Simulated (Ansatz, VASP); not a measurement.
One calculation of BPt16, two programs

INCAR

```
PREC = Accurate
ENCUT = 420
EDIFF = 1E-6
ISMEAR = 1
SIGMA = 0.1
LREAL = False
LASPH = True
NELM = 120
ALGO = Normal
ISIF = 2
LWAVE = False
LCHARG = True
LELF = True
LVHAR = True
NBANDS = 96
GGA_COMPAT = False
```

Contents of KPOINTS:

```
regular mesh
0
Gamma
  3 3 3
```

Contents of POSCAR:

```
BPt16
1.0
   -3.9695467000      3.9695467000      3.9695467000
    3.9695467000     -3.9695467000      3.9695467000
    3.9695467000      3.9695467000     -3.9695467000
Pt B
16 1
Direct
    0.0000588300     -0.0001226000     -0.0003359500
    0.0000218700      0.2498974900      0.7496546700
    0.0000276700      0.4998723600      0.4996189400
    0.0000884400      0.7498846000      0.2496798600
    0.2499764400     -0.0001171200      0.7496577100
    0.2381340300      0.2379953600      0.4996425400
    0.2382286500      0.4999414800      0.2377458900
    0.2501251500      0.7499656300     -0.0003011800
    0.5000584500     -0.0000283400      0.4996502500
    0.5000864900      0.2380522700      0.2377289700
    0.5001040500      0.4999826900     -0.0003635200
    0.5000345100      0.7618380700      0.7615058800
    0.7500424000     -0.0000728200      0.2496263700
    0.7501185000      0.2499425100     -0.0003206900
    0.7619521600      0.4999224800      0.7615442100
    0.7618997000      0.7618315500      0.4996283900
    0.5000432100      0.4998083300      0.4997325400
```

Input for Ansatz:

```yaml
crystal:
  lattice:
    - [-3.9695467, 3.9695467, 3.9695467]
    - [3.9695467, -3.9695467, 3.9695467]
    - [3.9695467, 3.9695467, -3.9695467]
  atoms:
    - { symbol: Pt, position: [5.883e-05, -0.0001226, -0.00033595] }
    - { symbol: Pt, position: [2.187e-05, 0.24989749, 0.74965467] }
    - { symbol: Pt, position: [2.767e-05, 0.49987236, 0.49961894] }
    - { symbol: Pt, position: [8.844e-05, 0.7498846, 0.24967986] }
    - { symbol: Pt, position: [0.24997644, -0.00011712, 0.74965771] }
    - { symbol: Pt, position: [0.23813403, 0.23799536, 0.49964254] }
    - { symbol: Pt, position: [0.23822865, 0.49994148, 0.23774589] }
    - { symbol: Pt, position: [0.25012515, 0.74996563, -0.00030118] }
    - { symbol: Pt, position: [0.50005845, -2.834e-05, 0.49965025] }
    - { symbol: Pt, position: [0.50008649, 0.23805227, 0.23772897] }
    - { symbol: Pt, position: [0.50010405, 0.49998269, -0.00036352] }
    - { symbol: Pt, position: [0.50003451, 0.76183807, 0.76150588] }
    - { symbol: Pt, position: [0.7500424, -7.282e-05, 0.24962637] }
    - { symbol: Pt, position: [0.7501185, 0.24994251, -0.00032069] }
    - { symbol: Pt, position: [0.76195216, 0.49992248, 0.76154421] }
    - { symbol: Pt, position: [0.7618997, 0.76183155, 0.49962839] }
    - { symbol: B, position: [0.50004321, 0.49980833, 0.49973254] }
basis:
  ecutwfc: 420
  xc_grid: 2
hamiltonian:
  xc: lda
  pseudopotentials: { kind: paw, azcp: { folder: soft_1 } }
kpoints:
  mp_grid: { grid: [3, 3, 3] }
scf:
  occupations: { method: methfessel_paxton, width: 0.1 }
  max_iter: 190
output:
  forces: true
  eigenvalues: true
checkpoint:
  write: "../q0.start.lda.run"
  compress: false
  write_wavefunctions: false
  write_every: 100000
```

Alike in both runs: task single point; functional LDA; k mesh 3 × 3 × 3; occupations methfessel-paxton of order 1, width 0.1 eV; no spin polarisation.

|  | VASP | Ansatz |
| --- | --- | --- |
| version | VASP 6.6.1 | Ansatz 0.2.0 |
| potentials or method | VASP PAW LDA potentials, release 64 (Pt, B), cutoff 420 eV | plane-wave PAW DFT |
| valence electrons in the cell | 163 | 291 |

Ansatz gave:

- rms of the force components (eV/Å): 0.020

Question: What did VASP give for the same quantities?

Answer: rms of the force components (eV/Å): 0.030.

Ansatz warns that its potentials were made for another functional, while VASP's fit it. LDA's correlation is that of Perdew and Zunger in VASP and of Perdew and Wang (1992) in Ansatz. Atom by atom the forces differ by 0.010 eV/Å (rms over components). VASP's potentials hold 163 valence electrons a cell and Ansatz's 291, so a difference there can come from the potentials and not from the codes.

The k mesh is coarse, so the values compare programs but aren't converged. Neither program's run includes spin-orbit coupling.
